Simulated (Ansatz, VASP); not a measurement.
**One calculation of SiF2, two programs**

```
Si F
1.0
     0.00000    2.71674    2.71674
     2.71674    0.00000    2.71674
     2.71674    2.71674    0.00000
Si F
1 2
Direct
  0.00000 0.00000 0.00000
  0.25000 0.25000 0.25000
  0.75000 0.75000 0.75000
```

Alike in both runs: functional PBE; k mesh 6 × 6 × 6; occupations gaussian, width 0.1 eV; no spin polarisation.

Ansatz relaxed the structure, and its values are those at the end. VASP's run is a single point on that final structure, the one shown.

```csv
,VASP,Ansatz
version,VASP 6.6.1,Ansatz 0.2.0
potentials or method,"VASP PAW PBE potentials, release 64 (Si, F), cutoff 520 eV","scalar-relativistic, plane waves, PAW"
valence electrons in the cell,18,18
```

VASP gave:

* gap on the k mesh at the Fermi level (eV): 3.02
* least direct gap on the mesh (eV): 3.30
* pressure (GPa): 0.1

What did Ansatz give for the same quantities?

gap on the k mesh at the Fermi level (eV): 3.03; least direct gap on the mesh (eV): 3.31; pressure (GPa): 0.3.

With one functional, cell and mesh, what is left measures potentials, basis and numerics.
